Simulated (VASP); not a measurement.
# Si2Mo (C222) in VASP: a series of runs

The runs below take Si2Mo through single point, with PBEsol.

Program: VASP 6.6.1. These are calculated values, not measurements. Logs are shortened: lines on timing, memory, paths and dates and some standing lists are left out, and cuts for length are marked.

## Step 1: The cell of the first run

The structure is orthorhombic, space group C222 (No. 21). Conventional cell: a = 4.483 Å, b = 8.082 Å, c = 6.567 Å, α = 90.00°, β = 90.00°, γ = 90.00°. Within 3.4 Å of Si (site symmetry 1) lie 9 Si at 2.54 to 3.21 Å and 5 Mo at 2.55 to 2.68 Å. Si (site symmetry 2) has 9 Si at 2.54 to 3.21 Å and 5 Mo at 2.56 to 2.71 Å within 3.4 Å. Within 3.4 Å of Mo (site symmetry 222) lie 10 Si at 2.55 to 2.71 Å and 4 Mo at 3.18 Å. Within 3.4 Å of Mo (site symmetry 2) lie 10 Si at 2.56 to 2.68 Å and 4 Mo at 3.13 to 3.18 Å.

## Step 2: Single point, PBEsol (strain -0.0200 x Voigt [1, -1, 0, 0, 0, 0])

Contents of INCAR:

```
ALGO = Normal ; EDIFF = 1E-6
ENCUT = 520 ; GGA = PS
ISIF = 2 ; ISMEAR = 0
LASPH = T ; LCHARG = F
LREAL = F ; LWAVE = F
NBANDS = 43 ; NELM = 80
PREC = Accurate ; SIGMA = 0.15
```

Contents of KPOINTS:

```
k-points
0
Gamma
  12 12 6
```

Contents of POSCAR:

```
Si2Mo
1.0
    4.4829515831      0.0000000000      0.0000000000
   -2.2414757916      4.0408132183      0.0000000000
    0.0000000000      0.0000000000      6.5665572496
Si Mo
6 3
Direct
    0.1641680652      0.8358319348      0.8333333333
    0.3283361304      0.1641680652      0.1666666667
    0.8358319348      0.6716638696      0.5000000000
    0.8358319348      0.1641680652      0.8333333333
    0.6716638696      0.8358319348      0.1666666667
    0.1641680652      0.3283361304      0.5000000000
    0.5000000000      0.0000000000      0.5000000000
    0.0000000000      0.5000000000      0.1666666667
    0.5000000000      0.5000000000      0.8333333333
```

Potentials or basis: VASP PAW PBE potentials, release 64 (Si, Mo_sv).

The run is started by

```console
$ cat potpaw_PBE.64/Si/POTCAR potpaw_PBE.64/Mo_sv/POTCAR > POTCAR
$ mpirun -np 1 vasp_std > vasp.out
```

OUTCAR:

```text
EDIFF = 1E-6
   ENCUT = 520
   GGA = PS
   ISIF = 2
   ISMEAR = 0
   LASPH = T
   LREAL = F
   NELM = 80
   PREC = Accurate

 ion  position               nearest neighbor table
   1  0.164  0.836  0.833-   3 2.54   7 2.55   2 2.56   8 2.58   4 2.58   9 2.61   4 2.63   9 2.63
                             9 2.68   4 2.71   5 3.11
   2  0.328  0.164  0.167-   6 2.54   7 2.55   1 2.56   9 2.58   5 2.58   8 2.61   5 2.63   8 2.63
                             8 2.68   5 2.71   4 3.11
   3  0.836  0.672  0.500-   1 2.54   5 2.54   9 2.56   8 2.56   7 2.60   7 2.60   6 2.64   6 2.64
                             6 2.65   7 2.71
   4  0.836  0.164  0.833-   6 2.54   7 2.55   5 2.56   8 2.58   1 2.58   9 2.61   1 2.63   9 2.63
                             9 2.68   1 2.71   2 3.11
   5  0.672  0.836  0.167-   3 2.54   7 2.55   4 2.56   9 2.58   2 2.58   8 2.61   2 2.63   8 2.63
                             8 2.68   2 2.71   1 3.11
   6  0.164  0.328  0.500-   4 2.54   2 2.54   9 2.56   8 2.56   7 2.60   7 2.60   3 2.64   3 2.64
                             3 2.65   7 2.71
   7  0.500  0.000  0.500-   1 2.55   4 2.55   2 2.55   5 2.55   6 2.60   3 2.60   6 2.60   3 2.60
                             6 2.71   3 2.71   8 3.18   8 3.18   9 3.18   9 3.18
   8  0.000  0.500  0.167-   3 2.56   6 2.56   4 2.58   1 2.58   5 2.61   2 2.61   5 2.63   2 2.63
                             5 2.68   2 2.68   9 3.13   9 3.13   7 3.18   7 3.18
   9  0.500  0.500  0.833-   3 2.56   6 2.56   5 2.58   2 2.58   1 2.61   4 2.61   4 2.63   1 2.63
                             1 2.68   4 2.68   8 3.13   8 3.13   7 3.18   7 3.18

  LATTYP: Found a base centered orthorhombic cell.
 ALAT       =     4.4829515831
 B/A-ratio  =     1.8027467589
 C/A-ratio  =     1.4647843341

  Lattice vectors:

 A1 = (   2.2414757916,  -4.0408132183,   0.0000000000)
 A2 = (   2.2414757915,   4.0408132183,   0.0000000000)
 A3 = (   0.0000000000,   0.0000000000,   6.5665572496)

Analysis of symmetry for initial positions (statically):
=====================================================================
 Subroutine PRICEL returns:
 Original cell was already a primitive cell.

 Routine SETGRP: Setting up the symmetry group for a
 base centered orthorhombic supercell.

 Subroutine GETGRP returns: Found  4 space group operations
 (whereof  4 operations were pure point group operations)
 out of a pool of  8 trial point group operations.

The static configuration has the point symmetry D_2 .

Analysis of symmetry for dynamics (positions and initial velocities):
=====================================================================
 Subroutine PRICEL returns:
 Original cell was already a primitive cell.

 Routine SETGRP: Setting up the symmetry group for a
 base centered orthorhombic supercell.

 Subroutine GETGRP returns: Found  4 space group operations
 (whereof  4 operations were pure point group operations)
 out of a pool of  8 trial point group operations.

The dynamic configuration has the point symmetry D_2 .

 Subroutine INISYM returns: Found  4 space group operations
 (whereof  4 operations are pure point group operations),
 and found     1 'primitive' translations

----------------------------------------------------------------------------------------

                                     Primitive cell

  volume of cell :     118.9517

  direct lattice vectors                    reciprocal lattice vectors
     4.482951583  0.000000000  0.000000000     0.223067321  0.123737469  0.000000000
    -2.241475792  4.040813218  0.000000000     0.000000000  0.247474938  0.000000000
     0.000000000  0.000000000  6.566557250     0.000000000  0.000000000  0.152286801

  length of vectors
     4.482951583  4.620864117  6.566557250     0.255088202  0.247474938  0.152286801

  position of ions in fractional coordinates (direct lattice)
     0.164168065  0.835831935  0.833333333
     0.328336130  0.164168065  0.166666667
     0.835831935  0.671663870  0.500000000
     0.835831935  0.164168065  0.833333333
     0.671663870  0.835831935  0.166666667
     0.164168065  0.328336130  0.500000000
     0.500000000  0.000000000  0.500000000
     0.000000000  0.500000000  0.166666667
     0.500000000  0.500000000  0.833333333

  ion indices of the primitive-cell ions
   primitive index   ion index
                 1           1
                 2           2
                 3           3
                 4           4
                 5           5
                 6           6
                 7           7
                 8           8
                 9           9

----------------------------------------------------------------------------------------

 KPOINTS: k-points

Automatic generation of k-mesh.
 Grid dimensions read from file:
 generate k-points for:   12   12    6

 Generating k-lattice:

  Cartesian coordinates                     Fractional coordinates (reciprocal lattice)
     0.018588943  0.010311456  0.000000000     0.083333333  0.000000000  0.000000000
     0.000000000  0.020622911  0.000000000     0.000000000  0.083333333  0.000000000
     0.000000000  0.000000000  0.025381134     0.000000000  0.000000000  0.166666667

  Length of vectors
     0.021257350  0.020622911  0.025381134

  Shift w.r.t. Gamma in fractional coordinates (k-lattice)
     0.000000000  0.000000000  0.000000000

 Subroutine IBZKPT returns following result:
 ===========================================

 Found    172 irreducible k-points:

 Following reciprocal coordinates:
            Coordinates               Weight
  0.000000  0.000000  0.000000      1.000000
  0.083333  0.000000  0.000000      4.000000
  0.166667  0.000000  0.000000      4.000000
  0.250000  0.000000  0.000000      4.000000
  0.333333  0.000000  0.000000      4.000000
  0.416667  0.000000  0.000000      4.000000
[... 16 lines left out ...]
  0.333333  0.166667  0.000000      4.000000
  0.416667  0.166667  0.000000      4.000000
 [... further k-points ...]
   k-points           NKPTS =    172   k-points in BZ     NKDIM =    172   number of bands    NBANDS=     43
   number of dos      NEDOS =    301   number of ions     NIONS =      9
   total plane-waves  NPLWV =  64800
   dimension x,y,z NGX =    36 NGY =   36 NGZ =   50
   dimension x,y,z NGXF=    72 NGYF=   72 NGZF=  100
   ions per type =               6   3
   NGX,Y,Z   is equivalent  to a cutoff of  13.35, 12.95, 12.66 a.u.
   NGXF,Y,Z  is equivalent  to a cutoff of  26.70, 25.90, 25.32 a.u.
 SYSTEM =  unknown system
   PREC   = accura    normal or accurate (medium, high low for compatibility)
   ISTART =      0    job   : 0-new  1-cont  2-samecut
   ICHARG =      2    charge: 1-file 2-atom 10-const
   ISPIN  =      1    spin polarized calculation?
   LNONCOLLINEAR =      F non collinear calculations
   LSORBIT =      F    spin-orbit coupling
   LASPH  =      T    aspherical Exc in radial PAW
   ENCUT  =  520.0 eV  38.22 Ry    6.18 a.u.   8.34  8.59 12.21*2*pi/ulx,y,z
   NELM   =     80;   NELMIN=  2; NELMDL= -5     # of ELM steps
   EDIFF  = 0.1E-05   stopping-criterion for ELM
   LREAL  =      F    real-space projection
   EDIFFG = 0.1E-04   stopping-criterion for IOM
   NSW    =      0    number of steps for IOM
   IBRION =     -1    ionic relax: 0-MD 1-quasi-New 2-CG
   NFREE  =      0    steps in history (QN), initial steepest desc. (CG)
   ISIF   =      2    stress and relaxation
   ISYM   =      2    0-nonsym 1-usesym 2-fastsym
   POTIM  = 0.5000    time-step for ionic-motion
   TEBEG  =    0.0;   TEEND  =   0.0 temperature during run
   PSTRESS=    0.0 pullay stress
   NELECT =      66.0000    total number of electrons
   NUPDOWN=      -1.0000    fix difference up-down
   EMIN   =  10.00;   EMAX   =-10.00  energy-range for DOS
   EFERMI =   0.00;   METHOD = LEGACY
   ISMEAR =     0;   SIGMA  =   0.15  broadening in eV -4-tet -1-fermi 0-gaus
   EFERMI_NEDOS =   21; number of points for ismear=-14 and -15
   IALGO  =     38    algorithm
   IMIX   =      4    mixing-type and parameters
     AMIX     =   0.40;   BMIX     =  1.00
     AMIX_MAG =   1.60;   BMIX_MAG =  1.00
  volume/ion in A,a.u.               =      13.22        89.19
  Fermi-wavevector in a.u.,A,eV,Ry     =   1.345239  2.542132 24.622009  1.809667
  Thomas-Fermi vector in A             =   2.473168
   LORBIT       =      0    0 simple, 1 ext, 2 COOP (PROOUT), +10 PAW based schemes
   GGA     = PS    functional components
   LHFCALC =     F    Hartree Fock is set to
   AEXX    =    0.0000 exact exchange contribution
   IVDW    =     0    specifies the selected vdW correction
   LEPSILON=     F    determine dielectric tensor
   LRPA    =     F    only Hartree local field effects (RPA)
 non-spin polarized calculation
 Gauss-broadening in eV      SIGMA  =   0.15
  energy-cutoff  :      520.00
  volume of cell :      118.95
 maximum number of plane-waves:      3230
 NGX is ok and might be reduce to    36
   NGX = 17   NGY = 17   NGZ = 25

 number of electron      65.9999999 magnetization

 Free energy of the ion-electron system (eV)
  ---------------------------------------------------
  ext. energy  EPLUGINS =         0.00000000
  ---------------------------------------------------
  free energy    TOTEN  =       -74.88448480 eV

  energy without entropy =      -74.88234773  energy(sigma->0) =      -74.88341627

 E-fermi :  12.9636     XC(G=0): -12.5770

 val. band max:       12.9121978081   @ k =   0.5000   0.0000   0.5000
 cond. band min:      12.9639326506   @ k =   0.5000   0.0000   0.0000
 fundamental gap:      0.0517348426
 Fermi energy:        12.9636483623

 k-point     1 :       0.0000    0.0000    0.0000
  band No.  band energies     occupation
      1     -48.1048      2.00000
      2     -48.0770      2.00000
      3     -48.0480      2.00000
      4     -22.3921      2.00000
      5     -22.3880      2.00000
      6     -22.3798      2.00000
[... 35 lines left out ...]
     42      16.0569      0.00000
     43      16.3927      0.00000
[... 1017 lines left out ...]
      3     -48.0494      2.00000
      4     -22.4394      2.00000
      5     -22.4137      2.00000
      6     -22.3863      2.00000
[... 35 lines left out ...]
     42      16.0062      0.00000
     43      16.5766      0.00000

 [... further k-points ...]

------------------------ aborting loop because EDIFF is reached ----------------------------------------

  FORCE on cell =-STRESS in cart. coord.  units (eV):
  Direction    XX          YY          ZZ          XY          YZ          ZX
  --------------------------------------------------------------------------------------
  -------------------------------------------------------------------------------------
  Total        5.7820144     -4.4727390      0.3051249      0.0000000      0.0000000      0.0000000
  in kB       77.8787895    -60.2439690      4.1097718      0.0000000      0.0000000      0.0000000
  external PRESSURE =       7.2481974 kB  Pullay stress =       0.0000000 kB

 VOLUME and BASIS-vectors are now :
 -----------------------------------------------------------------------------
  energy-cutoff  :      520.00
  volume of cell :      118.95
      direct lattice vectors                 reciprocal lattice vectors
     4.482951583  0.000000000  0.000000000     0.223067321  0.123737469  0.000000000
    -2.241475792  4.040813218  0.000000000     0.000000000  0.247474938  0.000000000
     0.000000000  0.000000000  6.566557250     0.000000000  0.000000000  0.152286801

 POSITION                                       TOTAL-FORCE (eV/Angst)
 -----------------------------------------------------------------------------------
     -1.13754      3.37744      5.47213         0.017177     -0.026880      0.011346
      1.10394      0.66337      1.09443         0.017177      0.026880     -0.011346
      2.24148      2.71407      3.28328        -0.000000      0.056051      0.000000
      3.37902      0.66337      5.47213        -0.017177      0.026880      0.011346
      1.13754      3.37744      1.09443        -0.017177     -0.026880     -0.011346
     -0.00000      1.32674      3.28328         0.000000     -0.056051      0.000000
      2.24148      0.00000      3.28328        -0.000000     -0.000000      0.000000
     -1.12074      2.02041      1.09443        -0.000000     -0.000000     -0.000018
      1.12074      2.02041      5.47213        -0.000000     -0.000000      0.000018
 -----------------------------------------------------------------------------------
    total drift:                               -0.000000      0.000000     -0.000000

  FREE ENERGIE OF THE ION-ELECTRON SYSTEM (eV)
  ---------------------------------------------------
  free  energy   TOTEN  =       -74.8844848000 eV

  energy  without entropy=      -74.8823477343  energy(sigma->0) =      -74.88341627
```

It took 6.3 min on 1 thread of Intel Xeon 6975P-C (Granite Rapids), shared host; peak memory 0.72 GiB.

Results:

```
Free energy            : -74.8845 eV
Pressure               : 0.7 GPa
Largest force          : 0.056 eV/Å
Band gap on the k mesh : zero (bands 33 and 34 overlap by 0.03 eV)
```

Forces on the atoms (eV/Å):
```
Si   0.017 -0.027  0.011
Si   0.017  0.027 -0.011
Si   0.000  0.056  0.000
Si  -0.017  0.027  0.011
Si  -0.017 -0.027 -0.011
Si   0.000 -0.056  0.000
Mo   0.000  0.000  0.000
Mo   0.000  0.000  0.000
Mo   0.000  0.000  0.000
```

Caveat: the cell differs from its parent crystal (strain -0.0200 x Voigt [1, -1, 0, 0, 0, 0]); the stress differs along the axes, from -6 to 8 GPa; the PAW data sets were made with another functional, which shifts forces and pressure a little.

## Step 3: Single point, PBEsol (strain +0.0200 x Voigt [1, -1, 0, 0, 0, 0])

Contents of INCAR:

```
SYSTEM = Si2Mo
  PREC = Accurate
  ENCUT = 520
  EDIFF = 1E-7
  ISMEAR = 0
  SIGMA = 0.15
  LREAL = .FALSE.
  LASPH = .TRUE.
  NELM = 100
  ALGO = Normal
  ISIF = 2
  LWAVE = .FALSE.
  LCHARG = .FALSE.
  GGA = PS
  NBANDS = 43
```

Contents of KPOINTS:

```
regular mesh
0
G
  12 12 6
  0 0 0
```

Edit POSCAR of step 2 so:

```diff
@@ -2,4 +2,4 @@
 1.0
-    4.4829515831      0.0000000000      0.0000000000
-   -2.2414757916      4.0408132183      0.0000000000
+    4.6659291987      0.0000000000      0.0000000000
+   -2.3329645994      3.8823499549      0.0000000000
     0.0000000000      0.0000000000      6.5665572496
```

Potentials or basis: VASP PAW PBE potentials, release 64 (Si, Mo_sv).

The run is started by

```console
$ cat potpaw_PBE.64/Si/POTCAR potpaw_PBE.64/Mo_sv/POTCAR > POTCAR
$ mpirun -np 1 vasp_std > vasp.out
```

It took 7 min on 1 thread of Intel Xeon 6975P-C (Granite Rapids), shared host; peak memory 0.71 GiB.

The run converged. Its results:

```yaml
Free_energy: -74.8794 eV
Pressure: 0.7 GPa
Largest_force: 0.046 eV/Å
Band_gap_on_the_k_mesh: zero (filled and empty bands touch)
```

Forces on the atoms (eV/Å):
```
Si  -0.021  0.009 -0.019
Si  -0.021 -0.009  0.019
Si   0.000 -0.046  0.000
Si   0.021 -0.009 -0.019
Si   0.021  0.009  0.019
Si   0.000  0.046  0.000
Mo   0.000  0.000  0.000
Mo   0.000  0.000  0.018
Mo   0.000  0.000 -0.018
```

Stress tensor (GPa, compression positive):
```
-6.50  0.00  0.00
 0.00  8.31  0.00
 0.00  0.00  0.42
```

Levels at points of the mesh, in eV from the Fermi level:
```tsv
k point	band 29	band 30	band 31	band 32	band 33	band 34	band 35	band 36	band 37	band 38
(0.00, 0.00, 0.00)	-3.19	-2.95	-2.67	-2.10	-0.87	1.97	2.01	2.45	2.49	2.53
(0.50, 0.00, 0.00)	-2.43	-2.19	-1.64	-1.12	-0.72	0.00	0.64	0.76	1.23	1.88
(0.00, 0.50, 0.00)	-2.23	-2.23	-1.61	-1.01	-0.63	0.02	0.72	1.02	1.36	2.08
(0.00, 0.00, 0.50)	-2.49	-2.19	-2.07	-0.79	-0.75	1.84	2.21	2.21	2.30	2.42
(0.50, 0.00, 0.50)	-2.97	-2.64	-2.09	-1.31	0.00	0.48	1.07	1.28	1.31	1.57
(0.00, 0.50, 0.50)	-2.95	-2.81	-1.87	-1.22	-0.07	0.57	1.04	1.34	1.42	1.85
```

Caveat: the cell differs from its parent crystal (strain +0.0200 x Voigt [1, -1, 0, 0, 0, 0]); the stress differs along the axes, from -6 to 8 GPa; the PAW data sets were made with another functional, which shifts forces and pressure a little.

(Part 1 of 2 ends here.)

The gap in the log of VASP goes by the Fermi energy; the results here count the filled bands.